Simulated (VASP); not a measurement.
# Cr3PtC: single point with PBE

The system is Cr3PtC.

```
Pt C Cr
1.0
     3.85204    0.00000    0.00000
     0.00000    3.85204    0.00000
     0.00000    0.00000    3.85204
Pt C Cr
1 1 3
Direct
  0.00000 0.00000 0.00000
  0.50000 0.50000 0.50000
  0.50000 0.50000 0.00000
  0.50000 0.00000 0.50000
  0.00000 0.50000 0.50000
```

- Program: VASP 6.6.1
- Task: single point
- Functional: PBE
- Potentials or basis: VASP PAW PBE potentials, release 64 (Pt, C, Cr_pv)
- Cutoff: 520 eV
- k mesh: 10 × 10 × 10
- Occupations: gaussian, width 0.1 eV
- Spin: no spin polarisation
- Dipole correction: no
- Further INCAR settings: ALGO = Normal; EDIFF = 1e-06; NBANDS = 33

```json
{
  "Pressure": "-0.1 GPa",
  "Band gap on the k mesh": "zero (band 25 reaches 11.29 eV, above the bottom of band 26 at 10.24 eV)"
}
```

Levels at points of the mesh, in eV from the Fermi level:
```
           k point  band 21  band 22  band 23  band 24  band 25  band 26  band 27  band 28  band 29  band 30
(0.00, 0.00, 0.00)    -1.68    -1.68    -0.07    -0.07     0.77     0.77     1.43     1.43     1.43     1.51
(0.50, 0.00, 0.00)    -2.21    -2.02    -2.02    -0.47     0.13     0.13     0.20     0.48     0.63     1.42
(0.50, 0.50, 0.00)    -2.34    -1.76    -0.93    -0.93    -0.28    -0.28    -0.04     0.38     0.51     1.73
(0.50, 0.50, 0.50)    -0.95    -0.95    -0.23    -0.23    -0.23     0.71     0.71     0.71     1.25     1.25
```

Wall time 97 s on 1 thread of Oxide Virtual Turin-like Processor, on a shared host, peak memory 0.21 GiB.

Caveat: spin-orbit coupling is left out, which moves the levels of the heavy elements. Spin polarisation is off, so any magnetic state and its effect on volume and gap are missing.
